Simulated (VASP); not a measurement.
Input of a VASP 6.6.1 run:

File INCAR:

```
PREC = Accurate
ENCUT = 600
EDIFF = 1E-6
ISMEAR = 0
SIGMA = 0.1
LREAL = F
LASPH = T
NELM = 60
ALGO = Normal
ISIF = 3
LWAVE = F
LCHARG = F
GGA = PE
IBRION = 2
NSW = 100
EDIFFG = -0.01
```

Contents of KPOINTS:

```
regular mesh
0
Gamma
  12 12 4
```

POSCAR

```
GeAs5
1.0
    4.8210418995      0.0000000000      0.0000000000
   -2.4105209498      4.1751447577      0.0000000000
    0.0000000000      0.0000000000      9.7523890962
Ge As
1 5
Direct
    0.0000000000      0.0000000000      0.0000000000
    0.0000000000      0.0000000000      0.5000000000
    0.3333333333      0.6666666667      0.0000000000
    0.6666666667      0.3333333333      0.0000000000
    0.0000000000      0.0000000000      0.7360664317
    0.0000000000      0.0000000000      0.2639335683
```

Potentials or basis: VASP PAW PBE potentials, release 64 (Ge_d, As).

The run is started by

```console
$ cat potpaw_PBE.64/Ge_d/POTCAR potpaw_PBE.64/As/POTCAR > POTCAR
$ mpirun -np 1 vasp_std > vasp.out
```

(1) Predict the space group after relaxing (to 0.1 Å).

(2) Predict the band gap on the k mesh.

(3) Predict the relaxed volume.

(4) Predict the relaxed cell.

Answers

(1) P6/mmm (No. 191).

(2) zero (an odd number of electrons rules out a gap without spin polarisation).

(3) 33.15 Å³/atom.

(4) a = 4.856 Å, b = 4.856 Å, c = 9.740 Å, α = 90.00°, β = 90.00°, γ = 120.00°.
